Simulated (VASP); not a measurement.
A run of VASP 6.6.1 is set up as follows.

INCAR

```
SYSTEM = LaC
PREC = Accurate
ENCUT = 520
EDIFF = 1E-6
ISMEAR = 0
SIGMA = 0.05
LREAL = .False.
LASPH = .True.
NELM = 100
ALGO = Normal
ISIF = 2
LWAVE = .False.
LCHARG = .True.
GGA = PE
LELF = .True.
LVHAR = .True.
NBANDS = 23
```

The input KPOINTS:

```
regular mesh
0
Gamma
  7 7 7
  0 0 0
```

The input POSCAR:

```
LaC
1.0
   -0.0127871828      2.9509281925      2.7942546429
    2.9277562285     -0.0130955161      2.7945629762
    5.8153204332      5.8622810277      0.0140009916
La C
2 2
Direct
   -0.0043755921      0.0048476890      0.0059323972
   -0.0018833809      0.0106798998      0.5057754534
    0.2490216436      0.2585561356      0.1284794909
    0.2530700735      0.2643031821      0.6284803621
```

Potentials or basis: VASP PAW PBE potentials, release 64 (La, C).

Run with:

```sh
$ cat potpaw_PBE.64/La/POTCAR potpaw_PBE.64/C/POTCAR > POTCAR
$ mpirun -np 1 vasp_std > vasp.out
```

(1) Estimate the pressure.

(2) What does it give for the largest force?

Answers

(1) -0.2 GPa.

(2) 0.016 eV/Å.
